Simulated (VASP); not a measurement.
# Se (C2/m) in VASP: single point with PBE

Aim: the single point of Se with PBE.

Program: VASP 6.6.1. These are calculated values, not measurements. Logs are shortened: lines on timing, memory, paths and dates and some standing lists are left out, and cuts for length are marked.

### Step 1. The cell of the first run

It takes space group C2/m (No. 12, monoclinic). Conventional cell: a = 4.695 Å, b = 3.333 Å, c = 3.445 Å, α = 90.00°, β = 132.49°, γ = 90.00°. Se (site symmetry 2/m) has 14 Se at 2.88 to 3.47 Å within 3.8 Å.

### Step 2. Single point, PBE (strained)

Contents of INCAR:

```
ALGO = Normal ; EDIFF = 1E-7
ENCUT = 520 ; GGA = PE
ISIF = 2 ; ISMEAR = 0
LASPH = True ; LCHARG = True
LELF = True ; LREAL = False
LVHAR = True ; LWAVE = False
NBANDS = 9 ; NELM = 60
PREC = Accurate ; SIGMA = 0.1
```

Contents of KPOINTS:

```
k-points
0
Gamma
  16 16 16
```

Contents of POSCAR:

```
Se
1.0
   -1.6663986075      1.6670288835      1.6529243290
    1.6663986075     -1.8033047727      1.7892002182
    1.6663986075      1.8033047727     -1.7892002182
Se
1
Direct
    0.0000000000      0.0000000000      0.0000000000
```

Potentials or basis: VASP PAW PBE potentials, release 64 (Se).

Launch:

```
cat potpaw_PBE.64/Se/POTCAR > POTCAR
mpirun -np 1 vasp_std > vasp.out
```

OUTCAR:

```text
EDIFF = 1E-7
   ENCUT = 520
   GGA = PE
   ISIF = 2
   ISMEAR = 0
   LASPH = True
   LREAL = False
   NELM = 60
   PREC = Accurate

 ion  position               nearest neighbor table
   1  0.000  0.000  0.000-

  LATTYP: Found a base centered monoclinic cell.
 ALAT       =     4.6951652307
 B/A-ratio  =     0.7098359805
 C/A-ratio  =     0.7336953964
 COS(beta)  =    -0.6754537038

  Lattice vectors:

 A1 = (  -1.6663986075,  -1.6670288835,  -1.6529243290)
 A2 = (   1.6663986075,  -1.6670288835,  -1.6529243290)
 A3 = (   0.0000000000,  -0.1362758892,   3.4421245472)

Analysis of symmetry for initial positions (statically):
=====================================================================
 Subroutine PRICEL returns:
 Original cell was already a primitive cell.

 Routine SETGRP: Setting up the symmetry group for a
 base centered monoclinic supercell.

 Subroutine GETGRP returns: Found  4 space group operations
 (whereof  4 operations were pure point group operations)
 out of a pool of  4 trial point group operations.

The static configuration has the point symmetry C_2h.

Analysis of symmetry for dynamics (positions and initial velocities):
=====================================================================
 Subroutine PRICEL returns:
 Original cell was already a primitive cell.

 Routine SETGRP: Setting up the symmetry group for a
 base centered monoclinic supercell.

 Subroutine GETGRP returns: Found  4 space group operations
 (whereof  4 operations were pure point group operations)
 out of a pool of  4 trial point group operations.

The dynamic configuration has the point symmetry C_2h.

 Subroutine INISYM returns: Found  4 space group operations
 (whereof  4 operations are pure point group operations),
 and found     1 'primitive' translations

----------------------------------------------------------------------------------------

                                     Primitive cell

  volume of cell :      19.8747

  direct lattice vectors                    reciprocal lattice vectors
    -1.666398607  1.667028884  1.652924329     0.000000000  0.300031490  0.302396687
     1.666398607 -1.803304773  1.789200218     0.300048258  0.011426071  0.290970615
     1.666398607  1.803304773 -1.789200218     0.300048258  0.288605419  0.011426071

  length of vectors
     2.878893616  3.038096418  3.038096418     0.425984332  0.418118896  0.416476410

  position of ions in fractional coordinates (direct lattice)
     0.000000000  0.000000000  0.000000000

  ion indices of the primitive-cell ions
   primitive index   ion index
                 1           1

----------------------------------------------------------------------------------------

 KPOINTS: k-points

Automatic generation of k-mesh.
 Grid dimensions read from file:
 generate k-points for:   16   16   16

 Generating k-lattice:

  Cartesian coordinates                     Fractional coordinates (reciprocal lattice)
     0.000000000  0.018751968  0.018899793     0.062500000  0.000000000  0.000000000
     0.018753016  0.000714129  0.018185663     0.000000000  0.062500000 -0.000000000
     0.018753016  0.018037839  0.000714129     0.000000000 -0.000000000  0.062500000

  Length of vectors
     0.026624021  0.026132431  0.026029776

  Shift w.r.t. Gamma in fractional coordinates (k-lattice)
     0.000000000  0.000000000  0.000000000

 Subroutine IBZKPT returns following result:
 ===========================================

 Found   1098 irreducible k-points:

 Following reciprocal coordinates:
            Coordinates               Weight
  0.000000  0.000000  0.000000      1.000000
  0.062500 -0.000000  0.000000      2.000000
  0.125000 -0.000000  0.000000      2.000000
  0.187500  0.000000  0.000000      2.000000
  0.250000 -0.000000  0.000000      2.000000
  0.312500 -0.000000  0.000000      2.000000
[... 16 lines left out ...]
 -0.187500  0.062500 -0.000000      4.000000
 -0.125000  0.062500 -0.000000      4.000000
 [... further k-points ...]
   k-points           NKPTS =   1098   k-points in BZ     NKDIM =   1098   number of bands    NBANDS=      9
   number of dos      NEDOS =    301   number of ions     NIONS =      1
   total plane-waves  NPLWV =  13824
   dimension x,y,z NGX =    24 NGY =   24 NGZ =   24
   dimension x,y,z NGXF=    48 NGYF=   48 NGZF=   48
   ions per type =               1
   NGX,Y,Z   is equivalent  to a cutoff of  13.86, 13.13, 13.13 a.u.
   NGXF,Y,Z  is equivalent  to a cutoff of  27.72, 26.27, 26.27 a.u.
 SYSTEM =  unknown system
   PREC   = accura    normal or accurate (medium, high low for compatibility)
   ISTART =      0    job   : 0-new  1-cont  2-samecut
   ICHARG =      2    charge: 1-file 2-atom 10-const
   ISPIN  =      1    spin polarized calculation?
   LNONCOLLINEAR =      F non collinear calculations
   LSORBIT =      F    spin-orbit coupling
   LASPH  =      T    aspherical Exc in radial PAW
   ENCUT  =  520.0 eV  38.22 Ry    6.18 a.u.   5.35  5.65  5.65*2*pi/ulx,y,z
   NELM   =     60;   NELMIN=  2; NELMDL= -5     # of ELM steps
   EDIFF  = 0.1E-06   stopping-criterion for ELM
   LREAL  =      F    real-space projection
   EDIFFG = 0.1E-05   stopping-criterion for IOM
   NSW    =      0    number of steps for IOM
   IBRION =     -1    ionic relax: 0-MD 1-quasi-New 2-CG
   NFREE  =      0    steps in history (QN), initial steepest desc. (CG)
   ISIF   =      2    stress and relaxation
   ISYM   =      2    0-nonsym 1-usesym 2-fastsym
   POTIM  = 0.5000    time-step for ionic-motion
   TEBEG  =    0.0;   TEEND  =   0.0 temperature during run
   PSTRESS=    0.0 pullay stress
   NELECT =       6.0000    total number of electrons
   NUPDOWN=      -1.0000    fix difference up-down
   EMIN   =  10.00;   EMAX   =-10.00  energy-range for DOS
   EFERMI =   0.00;   METHOD = LEGACY
   ISMEAR =     0;   SIGMA  =   0.10  broadening in eV -4-tet -1-fermi 0-gaus
   EFERMI_NEDOS =   21; number of points for ismear=-14 and -15
   IALGO  =     38    algorithm
   IMIX   =      4    mixing-type and parameters
     AMIX     =   0.40;   BMIX     =  1.00
     AMIX_MAG =   1.60;   BMIX_MAG =  1.00
  volume/ion in A,a.u.               =      19.87       134.12
  Fermi-wavevector in a.u.,A,eV,Ry     =   1.098226  2.075346 16.409981  1.206100
  Thomas-Fermi vector in A             =   2.234599
   LORBIT       =      0    0 simple, 1 ext, 2 COOP (PROOUT), +10 PAW based schemes
   GGA     = PE    functional components
   LHFCALC =     F    Hartree Fock is set to
   AEXX    =    0.0000 exact exchange contribution
   IVDW    =     0    specifies the selected vdW correction
   LEPSILON=     F    determine dielectric tensor
   LRPA    =     F    only Hartree local field effects (RPA)
 non-spin polarized calculation
 Gauss-broadening in eV      SIGMA  =   0.10
  energy-cutoff  :      520.00
  volume of cell :       19.87
 maximum number of plane-waves:       556
 NGX is ok and might be reduce to    24
   NGX = 11   NGY = 11   NGZ = 11

 number of electron       6.0000000 magnetization

 Free energy of the ion-electron system (eV)
  ---------------------------------------------------
  ext. energy  EPLUGINS =         0.00000000
  ---------------------------------------------------
  free energy    TOTEN  =        -2.92402274 eV

  energy without entropy =       -2.92033405  energy(sigma->0) =       -2.92217839

 E-fermi :   5.7831     XC(G=0): -10.6940

 val. band max:        5.7816302308   @ k =  -0.1875   0.4375   0.2500
 cond. band min:       5.7837151524   @ k =   0.0625   0.1875   0.1250
 fundamental gap:      0.0020849216
 Fermi energy:         5.7830579001

 k-point     1 :       0.0000    0.0000    0.0000
  band No.  band energies     occupation
      1     -10.5597      2.00000
      2       8.1597      0.00000
      3       8.9667      0.00000
      4       9.3942      0.00000
      5      16.3360      0.00000
      6      17.9432      0.00000
      7      18.2467      0.00000
      8      19.0886      0.00000
      9      21.3778      0.00000

 k-point     2 :       0.0625   -0.0000    0.0000
  band No.  band energies     occupation
      1     -10.4681      2.00000
      2       8.1610      0.00000
      3       8.7484      0.00000
      4       8.8535      0.00000
      5      16.3769      0.00000
      6      18.3441      0.00000
      7      18.6532      0.00000
      8      18.7651      0.00000
      9      19.9871      0.00000

 k-point     3 :       0.1250   -0.0000    0.0000
  band No.  band energies     occupation
      1     -10.1953      2.00000
      2       7.5172      0.00000
      3       8.1612      0.00000
      4       8.2003      0.00000
      5      16.2508      0.00000
      6      17.7361      0.00000
      7      18.5542      0.00000
      8      19.4809      0.00000
      9      20.1065      0.00000

 k-point     4 :       0.1875    0.0000    0.0000
  band No.  band energies     occupation
      1      -9.7478      2.00000
      2       5.8110      0.69278
      3       7.5185      0.00000
      4       8.1515      0.00000
      5      15.4756      0.00000
      6      16.8049      0.00000
      7      18.2362      0.00000
      8      19.6466      0.00000
      9      21.1168      0.00000
[... 205 lines left out ...]
 k-point    22 :      -0.2500    0.0625   -0.0000
  band No.  band energies     occupation
      1      -9.4057      2.00000
      2       4.7683      2.00000
      3       7.0897      0.00000
      4       7.9600      0.00000
      5      15.2417      0.00000
      6      16.2389      0.00000
      7      18.1497      0.00000
      8      20.3771      0.00000
      9      21.1893      0.00000

 k-point    23 :      -0.1875    0.0625   -0.0000
  band No.  band energies     occupation
      1      -9.9335      2.00000
      2       6.3694      0.00000
      3       7.8932      0.00000
      4       8.0522      0.00000
      5      16.1602      0.00000
      6      16.9572      0.00000
      7      18.1284      0.00000
      8      19.5104      0.00000
      9      20.6777      0.00000

 k-point    24 :      -0.1250    0.0625   -0.0000
  band No.  band energies     occupation
      1     -10.2930      2.00000
      2       7.6310      0.00000
      3       8.0642      0.00000
      4       8.7684      0.00000
      5      16.5203      0.00000
      6      17.7949      0.00000
      7      18.2165      0.00000
      8      19.2414      0.00000
      9      20.1006      0.00000

 [... further k-points ...]

------------------------ aborting loop because EDIFF is reached ----------------------------------------

  FORCE on cell =-STRESS in cart. coord.  units (eV):
  Direction    XX          YY          ZZ          XY          YZ          ZX
  --------------------------------------------------------------------------------------
  -------------------------------------------------------------------------------------
  Total        0.3994833      0.1349635      0.2149499      0.0000000     -0.3602258      0.0000000
  in kB       32.2038843     10.8799262     17.3279375      0.0000000    -29.0391813      0.0000000
  external PRESSURE =      20.1372493 kB  Pullay stress =       0.0000000 kB

 VOLUME and BASIS-vectors are now :
 -----------------------------------------------------------------------------
  energy-cutoff  :      520.00
  volume of cell :       19.87
      direct lattice vectors                 reciprocal lattice vectors
    -1.666398607  1.667028884  1.652924329     0.000000000  0.300031490  0.302396687
     1.666398607 -1.803304773  1.789200218     0.300048258  0.011426071  0.290970615
     1.666398607  1.803304773 -1.789200218     0.300048258  0.288605419  0.011426071

 POSITION                                       TOTAL-FORCE (eV/Angst)
 -----------------------------------------------------------------------------------
      0.00000      0.00000      0.00000         0.000000      0.000000      0.000000
 -----------------------------------------------------------------------------------
    total drift:                                0.000000     -0.000000     -0.000000

  FREE ENERGIE OF THE ION-ELECTRON SYSTEM (eV)
  ---------------------------------------------------
  free  energy   TOTEN  =        -2.9240227360 eV

  energy  without entropy=       -2.9203340512  energy(sigma->0) =       -2.92217839
```

It took 83 s on 1 thread of Intel Xeon Platinum 8259CL at 2.50GHz (Skylake/Cascade Lake), shared host; peak memory 0.3 GiB.

What came out:

| Item | Value |
| --- | --- |
| Free energy | -2.9240 eV |
| Pressure | 2.0 GPa |
| Band gap on the k mesh | zero (band 3 reaches 8.97 eV, above the bottom of band 4 at 2.10 eV) |

Levels at points of the mesh, in eV from the Fermi level:
| k point | band 1 | band 2 | band 3 | band 4 | band 5 | band 6 |
| --- | --- | --- | --- | --- | --- | --- |
| (0.00, 0.00, 0.00) | -16.34 | 2.38 | 3.18 | 3.61 | 10.55 | 12.16 |
| (0.50, 0.00, 0.00) | -12.34 | -6.81 | -0.30 | 2.20 | 6.65 | 8.69 |
| (0.00, 0.50, 0.00) | -12.70 | -6.80 | -0.23 | 2.20 | 6.50 | 8.37 |
| (0.50, 0.50, 0.00) | -12.73 | -6.82 | -0.15 | 2.29 | 6.60 | 8.50 |
| (0.00, 0.50, 0.50) | -13.42 | -6.90 | 0.83 | 2.79 | 7.88 | 8.85 |
| (0.50, 0.50, 0.50) | -10.29 | -3.99 | -2.96 | -2.92 | 3.91 | 4.16 |

Caveat: the cell differs from its parent crystal (strained).
